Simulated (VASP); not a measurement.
The system is PbO.

```
CELL_PARAMETERS angstrom
3.17937 0.00000 0.00000
0.00000 3.17937 0.00000
0.00000 0.00000 3.17937
ATOMIC_POSITIONS crystal
Pb 0.00000 0.00000 0.00000
O 0.50000 0.50000 0.50000
```

Base run:

```yaml
Program: VASP 6.6.1
Functional: PBE
Potentials_or_basis: VASP PAW PBE potentials, release 64 (Pb_d, O)
Cutoff: 520 eV
k_mesh: 8 × 8 × 8
Occupations: fermi-dirac, width 0.02 eV
Spin: no spin polarisation
```

Its results: band gap on the k mesh 0.40 eV, indirect (least direct gap 0.77 eV); pressure 3.2 GPa.

The run is repeated on the same cell with these changes: functional from PBE to r2SCAN. What comes out?

Band gap on the k mesh 0.41 eV, indirect (least direct gap 0.46 eV); pressure 0.2 GPa.

Caveats: spin-orbit coupling is left out, which moves the levels of the heavy elements; the PAW data sets were made with another functional, which shifts forces and pressure a little (some runs).

A k mesh can miss the band edges.
